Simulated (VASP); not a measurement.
# GaP (l) (F-43m) in VASP: further runs

GaP (l) is run at these levels: LDA; tasks: single point.

Program: VASP 6.6.1. These are calculated values, not measurements. Logs are shortened: lines on timing, memory, paths and dates and some standing lists are left out, and cuts for length are marked.

### 1 The cell of the first run

Symmetry: F-43m, No. 216, cubic system. Conventional cell: a = 5.452 Å, b = 5.452 Å, c = 5.452 Å, α = 90.00°, β = 90.00°, γ = 90.00°. Ga (site symmetry -43m) has 4 P at 2.36 Å within 3.1 Å. P (site symmetry -43m) has 4 Ga at 2.36 Å within 3.1 Å.

### 2 Single point, LDA

INCAR

```
ALGO = Normal ; EDIFF = 1E-6
ENCUT = 500 ; GGA = CA
GGA_COMPAT = F ; ISIF = 2
ISMEAR = 0 ; LASPH = T
LCHARG = T ; LELF = T
LREAL = F ; LVHAR = T
LWAVE = F ; NBANDS = 16
NELM = 120 ; PREC = Accurate
SIGMA = 0.1
```

KPOINTS

```
k-points
0
Gamma
  6 6 6
```

POSCAR

```
GaP
1.0
    0.0000000000      2.7258124900      2.7258124900
    2.7258124900      0.0000000000      2.7258124900
    2.7258124900      2.7258124900      0.0000000000
Ga P
1 1
Direct
    0.0000000000      0.0000000000      0.0000000000
    0.2500000000      0.2500000000      0.2500000000
```

Potentials or basis: VASP PAW LDA potentials, release 64 (Ga_d, P).

Started as:

```bash
> cat potpaw_LDA.64/Ga_d/POTCAR potpaw_LDA.64/P/POTCAR > POTCAR
> mpirun -np 1 vasp_std > vasp.out
```

OUTCAR:

```text
EDIFF = 1E-6
   ENCUT = 500
   GGA = CA
   ISIF = 2
   ISMEAR = 0
   LASPH = T
   LREAL = F
   NELM = 120
   PREC = Accurate

 ion  position               nearest neighbor table
   1  0.000  0.000  0.000-   2 2.36   2 2.36   2 2.36   2 2.36
   2  0.250  0.250  0.250-   1 2.36   1 2.36   1 2.36   1 2.36

  LATTYP: Found a face centered cubic cell.
 ALAT       =     5.4516249800

  Lattice vectors:

 A1 = (   0.0000000000,   2.7258124900,   2.7258124900)
 A2 = (   2.7258124900,   0.0000000000,   2.7258124900)
 A3 = (   2.7258124900,   2.7258124900,   0.0000000000)

Analysis of symmetry for initial positions (statically):
=====================================================================
 Subroutine PRICEL returns:
 Original cell was already a primitive cell.

 Routine SETGRP: Setting up the symmetry group for a
 face centered cubic supercell.

 Subroutine GETGRP returns: Found 24 space group operations
 (whereof 24 operations were pure point group operations)
 out of a pool of 48 trial point group operations.

The static configuration has the point symmetry T_d .

Analysis of symmetry for dynamics (positions and initial velocities):
=====================================================================
 Subroutine PRICEL returns:
 Original cell was already a primitive cell.

 Routine SETGRP: Setting up the symmetry group for a
 face centered cubic supercell.

 Subroutine GETGRP returns: Found 24 space group operations
 (whereof 24 operations were pure point group operations)
 out of a pool of 48 trial point group operations.

The dynamic configuration has the point symmetry T_d .

 Subroutine INISYM returns: Found 24 space group operations
 (whereof 24 operations are pure point group operations),
 and found     1 'primitive' translations

----------------------------------------------------------------------------------------

                                     Primitive cell

  volume of cell :      40.5059

  direct lattice vectors                    reciprocal lattice vectors
     0.000000000  2.725812490  2.725812490    -0.183431546  0.183431546  0.183431546
     2.725812490  0.000000000  2.725812490     0.183431546 -0.183431546  0.183431546
     2.725812490  2.725812490  0.000000000     0.183431546  0.183431546 -0.183431546

  length of vectors
     3.854880992  3.854880992  3.854880992     0.317712758  0.317712758  0.317712758

  position of ions in fractional coordinates (direct lattice)
     0.000000000  0.000000000  0.000000000
     0.250000000  0.250000000  0.250000000

  ion indices of the primitive-cell ions
   primitive index   ion index
                 1           1
                 2           2

----------------------------------------------------------------------------------------

 KPOINTS: k-points

Automatic generation of k-mesh.
 Grid dimensions read from file:
 generate k-points for:    6    6    6

 Generating k-lattice:

  Cartesian coordinates                     Fractional coordinates (reciprocal lattice)
    -0.030571924  0.030571924  0.030571924     0.166666667  0.000000000  0.000000000
     0.030571924 -0.030571924  0.030571924     0.000000000  0.166666667  0.000000000
     0.030571924  0.030571924 -0.030571924     0.000000000  0.000000000  0.166666667

  Length of vectors
     0.052952126  0.052952126  0.052952126

  Shift w.r.t. Gamma in fractional coordinates (k-lattice)
     0.000000000  0.000000000  0.000000000

 Subroutine IBZKPT returns following result:
 ===========================================

 Found     16 irreducible k-points:

 Following reciprocal coordinates:
            Coordinates               Weight
  0.000000  0.000000  0.000000      1.000000
  0.166667  0.000000  0.000000      8.000000
  0.333333  0.000000  0.000000      8.000000
  0.500000  0.000000  0.000000      4.000000
  0.166667  0.166667  0.000000      6.000000
  0.333333  0.166667  0.000000     24.000000
[... 8 lines left out ...]
 -0.333333  0.333333  0.166667     24.000000
 -0.333333  0.500000  0.166667     12.000000
   k-points           NKPTS =     16   k-points in BZ     NKDIM =     16   number of bands    NBANDS=     16
   number of dos      NEDOS =    301   number of ions     NIONS =      2
   total plane-waves  NPLWV =  21952
   dimension x,y,z NGX =    28 NGY =   28 NGZ =   28
   dimension x,y,z NGXF=    56 NGYF=   56 NGZF=   56
   ions per type =               1   1
   NGX,Y,Z   is equivalent  to a cutoff of  12.08, 12.08, 12.08 a.u.
   NGXF,Y,Z  is equivalent  to a cutoff of  24.15, 24.15, 24.15 a.u.
 SYSTEM =  unknown system
   PREC   = accura    normal or accurate (medium, high low for compatibility)
   ISTART =      0    job   : 0-new  1-cont  2-samecut
   ICHARG =      2    charge: 1-file 2-atom 10-const
   ISPIN  =      1    spin polarized calculation?
   LNONCOLLINEAR =      F non collinear calculations
   LSORBIT =      F    spin-orbit coupling
   LASPH  =      T    aspherical Exc in radial PAW
   ENCUT  =  500.0 eV  36.75 Ry    6.06 a.u.   7.03  7.03  7.03*2*pi/ulx,y,z
   NELM   =    120;   NELMIN=  2; NELMDL= -5     # of ELM steps
   EDIFF  = 0.1E-05   stopping-criterion for ELM
   LREAL  =      F    real-space projection
   EDIFFG = 0.1E-04   stopping-criterion for IOM
   NSW    =      0    number of steps for IOM
   IBRION =     -1    ionic relax: 0-MD 1-quasi-New 2-CG
   NFREE  =      0    steps in history (QN), initial steepest desc. (CG)
   ISIF   =      2    stress and relaxation
   ISYM   =      2    0-nonsym 1-usesym 2-fastsym
   POTIM  = 0.5000    time-step for ionic-motion
   TEBEG  =    0.0;   TEEND  =   0.0 temperature during run
   PSTRESS=    0.0 pullay stress
   NELECT =      18.0000    total number of electrons
   NUPDOWN=      -1.0000    fix difference up-down
   EMIN   =  10.00;   EMAX   =-10.00  energy-range for DOS
   EFERMI =   0.00;   METHOD = LEGACY
   ISMEAR =     0;   SIGMA  =   0.10  broadening in eV -4-tet -1-fermi 0-gaus
   EFERMI_NEDOS =   21; number of points for ismear=-14 and -15
   IALGO  =     38    algorithm
   IMIX   =      4    mixing-type and parameters
     AMIX     =   0.40;   BMIX     =  1.00
     AMIX_MAG =   1.60;   BMIX_MAG =  1.00
  volume/ion in A,a.u.               =      20.25       136.67
  Fermi-wavevector in a.u.,A,eV,Ry     =   1.249280  2.360796 21.234610  1.560700
  Thomas-Fermi vector in A             =   2.383328
   LORBIT       =      0    0 simple, 1 ext, 2 COOP (PROOUT), +10 PAW based schemes
   GGA     = CA    functional components
   LHFCALC =     F    Hartree Fock is set to
   AEXX    =    0.0000 exact exchange contribution
   IVDW    =     0    specifies the selected vdW correction
   LEPSILON=     F    determine dielectric tensor
   LRPA    =     F    only Hartree local field effects (RPA)
 non-spin polarized calculation
 Gauss-broadening in eV      SIGMA  =   0.10
  energy-cutoff  :      500.00
  volume of cell :       40.51
 maximum number of plane-waves:      1056
   NGX = 13   NGY = 13   NGZ = 13

 number of electron      18.0000016 magnetization

 Free energy of the ion-electron system (eV)
  ---------------------------------------------------
  ext. energy  EPLUGINS =         0.00000000
  ---------------------------------------------------
  free energy    TOTEN  =       -10.42440000 eV

  energy without entropy =      -10.42440000  energy(sigma->0) =      -10.42440000

 E-fermi :   4.9526     XC(G=0): -10.1597

 val. band max:        4.5057354593   @ k =   0.0000   0.0000   0.0000
 cond. band min:       5.9973701905   @ k =   0.5000   0.5000   0.0000
 fundamental gap:      1.4916347312
 Fermi energy:         4.9526488277

 k-point     1 :       0.0000    0.0000    0.0000
  band No.  band energies     occupation
      1     -10.2062      2.00000
      2     -10.2062      2.00000
      3     -10.2062      2.00000
      4     -10.1085      2.00000
      5     -10.1085      2.00000
      6      -8.0009      2.00000
[... 8 lines left out ...]
     15      14.2985      0.00000
     16      14.2985      0.00000

 k-point     2 :       0.1667    0.0000    0.0000
  band No.  band energies     occupation
      1     -10.2268      2.00000
      2     -10.1985      2.00000
      3     -10.1985      2.00000
      4     -10.1084      2.00000
      5     -10.1084      2.00000
      6      -7.6451      2.00000
[... 8 lines left out ...]
     15      13.4287      0.00000
     16      14.2790      0.00000

 k-point     3 :       0.3333    0.0000    0.0000
  band No.  band energies     occupation
      1     -10.2640      2.00000
      2     -10.1862      2.00000
      3     -10.1862      2.00000
      4     -10.1050      2.00000
      5     -10.1050      2.00000
      6      -6.6930      2.00000
[... 8 lines left out ...]
     15      14.0950      0.00000
     16      14.0950      0.00000

 k-point     4 :       0.5000    0.0000    0.0000
  band No.  band energies     occupation
      1     -10.2812      2.00000
      2     -10.1820      2.00000
      3     -10.1820      2.00000
      4     -10.1013      2.00000
      5     -10.1013      2.00000
      6      -5.9176      2.00000
[... 8 lines left out ...]
     15      16.1634      0.00000
     16      16.1634      0.00000
[... 172 lines left out ...]
 k-point    14 :       0.5000    0.3333    0.1667
  band No.  band energies     occupation
      1     -10.2863      2.00000
      2     -10.1728      2.00000
      3     -10.1615      2.00000
      4     -10.1226      2.00000
      5     -10.0979      2.00000
      6      -5.9088      2.00000
[... 8 lines left out ...]
     15      16.1779      0.00000
     16      17.6784      0.00000

 k-point    15 :      -0.3333    0.3333    0.1667
  band No.  band energies     occupation
      1     -10.2917      2.00000
      2     -10.1729      2.00000
      3     -10.1549      2.00000
      4     -10.1193      2.00000
      5     -10.1010      2.00000
      6      -5.2414      2.00000
[... 8 lines left out ...]
     15      16.8540      0.00000
     16      17.1719      0.00000

 k-point    16 :      -0.3333    0.5000    0.1667
  band No.  band energies     occupation
      1     -10.3026      2.00000
      2     -10.1617      2.00000
      3     -10.1471      2.00000
      4     -10.1290      2.00000
      5     -10.0955      2.00000
      6      -4.9278      2.00000
[... 8 lines left out ...]
     15      16.3579      0.00000
     16      18.0547      0.00000

------------------------ aborting loop because EDIFF is reached ----------------------------------------

  FORCE on cell =-STRESS in cart. coord.  units (eV):
  Direction    XX          YY          ZZ          XY          YZ          ZX
  --------------------------------------------------------------------------------------
  -------------------------------------------------------------------------------------
  Total       -0.6855010     -0.6855010     -0.6855010      0.0000000      0.0000000      0.0000000
  in kB      -27.1144463    -27.1144463    -27.1144463      0.0000000      0.0000000      0.0000000
  external PRESSURE =     -27.1144463 kB  Pullay stress =       0.0000000 kB

 VOLUME and BASIS-vectors are now :
 -----------------------------------------------------------------------------
  energy-cutoff  :      500.00
  volume of cell :       40.51
      direct lattice vectors                 reciprocal lattice vectors
     0.000000000  2.725812490  2.725812490    -0.183431546  0.183431546  0.183431546
     2.725812490  0.000000000  2.725812490     0.183431546 -0.183431546  0.183431546
     2.725812490  2.725812490  0.000000000     0.183431546  0.183431546 -0.183431546

 POSITION                                       TOTAL-FORCE (eV/Angst)
 -----------------------------------------------------------------------------------
      0.00000      0.00000      0.00000         0.000000      0.000000     -0.000000
      1.36291      1.36291      1.36291        -0.000000     -0.000000      0.000000
 -----------------------------------------------------------------------------------
    total drift:                                0.000001      0.000001      0.000001

  FREE ENERGIE OF THE ION-ELECTRON SYSTEM (eV)
  ---------------------------------------------------
  free  energy   TOTEN  =       -10.4243999997 eV

  energy  without entropy=      -10.4243999997  energy(sigma->0) =      -10.42440000
```

It took 6 s on 1 thread of AMD EPYC 9R45 (Zen 5), shared host; peak memory 0.11 GiB.

What came out:

```
Free energy            : -10.4244 eV
Pressure               : -2.7 GPa
Band gap on the k mesh : 1.49 eV, indirect (least direct gap 1.63 eV)
```

Levels at points of the mesh, in eV from the valence-band top:
```tsv
k point	band 7	band 8	band 9	band 10	band 11	band 12
(0.00, 0.00, 0.00)	0.00	0.00	0.00	1.63	3.79	3.79
(0.50, 0.00, 0.00)	-6.71	-1.13	-1.13	1.51	4.63	4.63
(0.50, 0.50, 0.00)	-6.84	-2.71	-2.71	1.49	1.68	10.45
```

(Part 1 of 2 ends here.)
